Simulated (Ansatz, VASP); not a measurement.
# Two plane-wave programs on C

```
C
1.0
     1.57751    0.00000    0.00000
     0.00000    2.54779    0.00000
     0.00000    0.00000    2.82551
C
2
Direct
  0.00000 0.50000 0.67809
  0.50000 0.00000 0.32191
```

Alike in both runs: task relaxation of cell and atoms; functional PBE; k mesh 10 × 6 × 6; occupations gaussian, width 0.1 eV; no spin polarisation.

```csv
,VASP,Ansatz
version,VASP 6.6.1,Ansatz 0.2.0
potentials or method,"VASP PAW PBE potentials, release 64 (C), cutoff 600 eV","scalar-relativistic, plane waves, PAW"
valence electrons in the cell,8,8
```

Ansatz gave:

- gap on the k mesh at the Fermi level, each at its own relaxed structure (eV): none
- relaxed volume (Å³/atom): 9.62
- relaxed length of the cell vector where the two differ most in proportion (Å): 2.730

Problem. Estimate VASP's values.

Solution. gap on the k mesh at the Fermi level, each at its own relaxed structure (eV): none; relaxed volume (Å³/atom): 10.52; relaxed length of the cell vector where the two differ most in proportion (Å): 3.755.

A gap of «none» marks a metal or a gap that the smearing closes. One of these differences is far larger than is usual between the two programs; its cause wasn't traced.

The k mesh is coarse, so the values compare programs but aren't converged. Noted on VASP's run: the volume moved by over 15 % at a fixed basis, so the end points are rough.
